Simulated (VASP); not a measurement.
## B5N: single point with PBE

Crystal: B5N.

```xyz
6
Lattice="3.2958 0.0000 0.0000 -1.6479 2.8542 0.0000 0.0000 0.0000 5.7845" Properties=species:S:1:pos:R:3 pbc="T T T"
B     0.8259    1.4304    0.0000
B     0.0000    1.9028    2.8923
B    -0.8220    1.4238    0.0000
B     1.6440    0.0000    0.0000
B     1.6479    0.9514    2.8923
N     0.0000    0.0000    2.8923
```

The cell was built from a structure type or drawn by symmetry, and may not be a known phase.

```yaml
Program: VASP 6.6.1
Task: single point
Functional: PBE
Potentials_or_basis: VASP PAW PBE potentials, release 64 (B, N)
Cutoff: 520 eV
k_mesh: 6 × 6 × 6
Occupations: gaussian, width 0.1 eV
Spin: no spin polarisation
```

```json
{
 "Pressure": "0.0 GPa",
 "Band gap on the k mesh": "zero (bands 10 and 11 overlap by 1.90 eV)"
}
```

Stress tensor (GPa, compression positive):
```
 0.06  0.00  0.00
 0.00  0.06  0.00
 0.00  0.00 -0.09
```

Levels at points of the mesh, in eV from the Fermi level:
```
           k point  band 6  band 7  band 8  band 9  band 10  band 11  band 12  band 13  band 14  band 15
(0.00, 0.00, 0.00)   -5.07   -3.52   -2.41   -1.84    -1.84    -0.97    -0.97     3.15     5.37     5.75
(0.50, 0.00, 0.00)   -4.33   -3.65   -3.37   -3.09    -1.32     0.79     2.09     4.11     4.74     5.33
(0.00, 0.00, 0.50)   -5.06   -5.06   -2.58   -1.84    -1.84    -0.99    -0.99     2.60     5.19     5.57
(0.50, 0.00, 0.50)   -4.52   -3.38   -2.79   -1.62    -1.38    -0.62     1.02     3.40     4.65     5.20
```

Wall time 37 s on 1 thread of Intel Xeon 8259CL, on a shared host, peak memory 0.18 GiB.

Caveat: the k points lie up to 0.37 Å⁻¹ apart, too coarse for converged energies and pressures of a metal; this functional lacks dispersion, which binds the layers, so the pressure and a relaxed spacing across them are unreliable.
